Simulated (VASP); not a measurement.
Input of a VASP 6.6.1 run:

Contents of INCAR:

```
SYSTEM = ZnO
ALGO = Normal ; EDIFF = 1E-6
ENCUT = 600 ; GGA = CA
GGA_COMPAT = .False. ; ISIF = 2
ISMEAR = -1 ; LASPH = .True.
LCHARG = .False. ; LREAL = .False.
LWAVE = .False. ; NBANDS = 26
NELM = 120 ; PREC = Accurate
SIGMA = 0.02
```

Contents of KPOINTS:

```
k-points
0
Gamma
  11 11 6
  0 0 0
```

File POSCAR:

```
ZnO
1.0
    3.2493987239      0.0000000000      0.0000000000
   -1.6246993619      2.8140618419      0.0000000000
    0.0000000000      0.0000000000      5.0997240000
Zn O
2 2
Direct
    0.3333333333      0.6666666667      0.0000000000
    0.6666666667      0.3333333333      0.5000000000
    0.3333333333      0.6666666667      0.3821000000
    0.6666666667      0.3333333333      0.8821000000
```

Potentials or basis: VASP PAW LDA potentials, release 64 (Zn, O).

Run with:

```console
$ cat potpaw_LDA.64/Zn/POTCAR potpaw_LDA.64/O/POTCAR > POTCAR
$ mpirun -np 1 vasp_std > vasp.out
```

Question: Predict the largest force.

Answer: 0.147 eV/Å.

Question: What does it give for the band gap on the k mesh?

Answer: 0.80 eV, direct.

Question: Predict the pressure.

Answer: -3.4 GPa.

Stress tensor (GPa, compression positive):
```
-5.17  0.00  0.00
 0.00 -5.17  0.00
 0.00  0.00  0.18
```

Caveat: the cell differs from its parent crystal (zz strain of -2 %).
